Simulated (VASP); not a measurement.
Wanted: the native input for a VASP 6.6.1 run.

- Task: single point
- Functional: PBE
- Potentials or basis: VASP PAW PBE potentials, release 64 (Ca_sv, Ti_sv)
- Cutoff: 500 eV
- k mesh: 4 × 4 × 4
- Occupations: gaussian, width 0.1 eV
- Spin: collinear spin
- Starting moments: [0.0, 1.0, 1.0, 1.0] μB
- Dipole correction: no
- Further INCAR settings: ALGO = Normal; EDIFF = 1e-06; NBANDS = 35

The structure of CaTi3 lies in POSCAR:

```
CaTi3
1.0
    0.0000000000      3.4553342845      3.4553342845
    3.4553342845      0.0000000000      3.4553342845
    3.4553342845      3.4553342845      0.0000000000
Ca Ti
1 3
Direct
    0.0000000000      0.0000000000      0.0000000000
    0.2500000000      0.2500000000      0.2500000000
    0.7500000000      0.7500000000      0.7500000000
    0.5000000000      0.5000000000      0.5000000000
```

The cell was generated, and may not be a known phase.

These files were run (other wordings do the same):

INCAR

```
  PREC = Accurate
  ENCUT = 500
  EDIFF = 1E-6
  ISMEAR = 0
  SIGMA = 0.1
  LREAL = False
  LASPH = True
  NELM = 200
  ALGO = Normal
  ISIF = 2
  LWAVE = False
  LCHARG = False
  ISPIN = 2
  MAGMOM = 0 1 1 1
  LORBIT = 11
  LMAXMIX = 4
  GGA = PE
  NBANDS = 35
  GGA_COMPAT = False
```

KPOINTS

```
Automatic mesh
0
Gamma
  4 4 4
```

Potentials or basis: VASP PAW PBE potentials, release 64 (Ca_sv, Ti_sv).

The run is started by

```console
$ cat potpaw_PBE.64/Ca_sv/POTCAR potpaw_PBE.64/Ti_sv/POTCAR > POTCAR
$ mpirun -np 1 vasp_std > vasp.out
```

It gave:

- Pressure: 1.9 GPa
- Net moment: 3.87 μB per cell
- Site moments: Ca +0.05; Ti +0.73, +1.06 (each value once) μB
- Valence electrons inside the program's atomic spheres: Ca 8.32; Ti 10.16

Caveat: the k points lie up to 0.39 Å⁻¹ apart.

Run time: 2.4 min on 1 thread of AMD EPYC 7R13, on a shared host, peak memory 0.22 GiB.
